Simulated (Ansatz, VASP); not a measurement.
**P in VASP and in Ansatz**

Contents of INCAR:

```
SYSTEM = P
PREC     = Accurate       ! precision mode
ENCUT    = 520            ! plane-wave cutoff, eV
EDIFF    = 1E-7           ! SCF threshold, eV
ISMEAR   = 0              ! smearing method
SIGMA    = 0.15           ! smearing width, eV
LREAL    = .FALSE.        ! projectors in reciprocal space
LASPH    = .TRUE.         ! aspherical terms in the spheres
NELM     = 60             ! most SCF steps
ALGO     = Normal         ! electronic algorithm
ISIF     = 2              ! what is computed and relaxed
LWAVE    = .FALSE.        ! write WAVECAR
LCHARG   = .TRUE.         ! write CHGCAR
LELF     = .TRUE.         ! ELF
LVHAR    = .TRUE.       
NBANDS   = 8              ! bands
```

File KPOINTS:

```
Automatic mesh
0
G
  12 12 12
  0 0 0
```

POSCAR

```
P
1.0
    4.2729048574     -0.0427290486      0.0000000000
   -0.0427290486      4.2729048574      0.0000000000
    0.0000000000      0.0000000000      4.3780000000
P
1
Direct
    0.0000000000      0.0000000000      0.0000000000
```

Input for Ansatz:

```yaml
crystal:
  lattice:
    - [4.2729048574, -0.0427290486, 0.0]
    - [-0.0427290486, 4.2729048574, 0.0]
    - [0.0, 0.0, 4.378]
  atoms:
    - { symbol: P, position: [0.0, 0.0, 0.0] }
basis:
  ecutwfc: 420
kpoints:
  mp_grid: { grid: [12, 12, 12] }
hamiltonian:
  xc: lda
scf:
  occupations: { method: gaussian, width: 0.15 }
output:
  forces: true
  stress: true
  eigenvalues: true
```

Change from the starting cell: strain -0.0200 x Voigt [0, 0, 0, 0, 0, 1], atoms carried along.

Alike in both runs: task single point; functional LDA; k mesh 12 × 12 × 12; occupations gaussian, width 0.15 eV; no spin polarisation.

```csv
,VASP,Ansatz
version,VASP 6.6.1,Ansatz 0.2.0
potentials or method,"VASP PAW LDA potentials, release 64 (P), cutoff 520 eV","scalar-relativistic, plane waves, PAW"
valence electrons in the cell,5,5
```

|  | VASP | Ansatz | Ansatz less VASP |
| --- | --- | --- | --- |
| gap on the k mesh at the Fermi level (eV) | none | none | - |
| pressure (GPa) | -4.1 | -4.1 | +0.01 |
| traceless stress, the component that is largest in VASP (GPa) | 0.28 | 0.28 | -0.001 |

LDA's correlation is that of Perdew and Zunger in VASP and of Perdew and Wang (1992) in Ansatz. A gap of «none» marks a metal or a gap that the smearing closes.
